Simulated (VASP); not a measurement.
## Al8N6O (a cell with a defect): single point with PBE

Al8N6O (a cell with a defect):

```
Al N O
1.0
    -3.14400   -5.44557    0.00000
     4.71600   -2.72278    0.00000
     0.00000    0.00000    5.04600
Al N O
8 6 1
Direct
  0.47551 0.64253 0.02292
  0.49185 0.33304 0.51481
  0.25345 0.16288 0.02071
  0.26403 0.84485 0.53026
  0.98860 0.68202 0.91661
  0.99289 0.24196 0.53705
  0.75143 0.21499 0.02090
  0.74174 0.83109 0.37096
  0.48769 0.66004 0.39490
  0.49859 0.32797 0.88727
  0.24969 0.16441 0.39261
  0.26159 0.83626 0.90480
  0.00554 0.33144 0.88939
  0.73615 0.17628 0.38247
  0.96629 0.77788 0.56997
```

- Program: VASP 6.6.1
- Task: single point
- Functional: PBE
- Potentials or basis: VASP PAW PBE potentials, release 64 (Al, N, O)
- Cutoff: 520 eV
- k mesh: 2 × 3 × 3
- Occupations: gaussian, width 0.05 eV
- Spin: no spin polarisation
- Dipole correction: no
- Charge: 2
- Further INCAR settings: LREAL = Auto; ALGO = Normal; EDIFF = 1e-07; NBANDS = 43; NELECT = 58.0

- Largest force: 1.101 eV/Å

Forces in eV/Å, atoms in the order of the input:
```
Al   0.071 -0.033  0.053
Al   0.059 -0.030  0.091
Al   0.024  0.005  0.069
Al   0.084  0.140  0.043
Al   0.045  0.068 -0.187
Al   0.221 -0.216 -0.027
Al  -0.004  0.088  0.099
Al   0.125  0.026 -0.056
N    0.061  0.004  0.089
N    0.037  0.024  0.085
N    0.050 -0.060  0.067
N    0.077  0.071  0.101
N   -0.031  0.097  0.100
N    0.019 -0.044  0.170
O   -0.840 -0.139 -0.698
```

Levels at points of the mesh, in eV from the Fermi level:
| k point | band 27 | band 28 | band 29 | band 30 | band 31 | band 32 |
| --- | --- | --- | --- | --- | --- | --- |
| (0.00, 0.00, 0.00) | -1.63 | -1.35 | -1.21 | 2.98 | 3.35 | 3.57 |
| (0.50, 0.00, 0.00) | -1.57 | -1.45 | -0.23 | 2.09 | 3.17 | 4.10 |

It took 110 s on 1 thread of Intel(R) Xeon(R) 6975P-C (Granite Rapids) (shared host), peak memory 0.27 GiB.

Caveat: the k points lie up to 0.50 Å⁻¹ apart; the cell carries a net charge on a neutralising background, which shifts energy and pressure; the cell is charged against a uniform background, so pressure and absolute levels hang on convention.
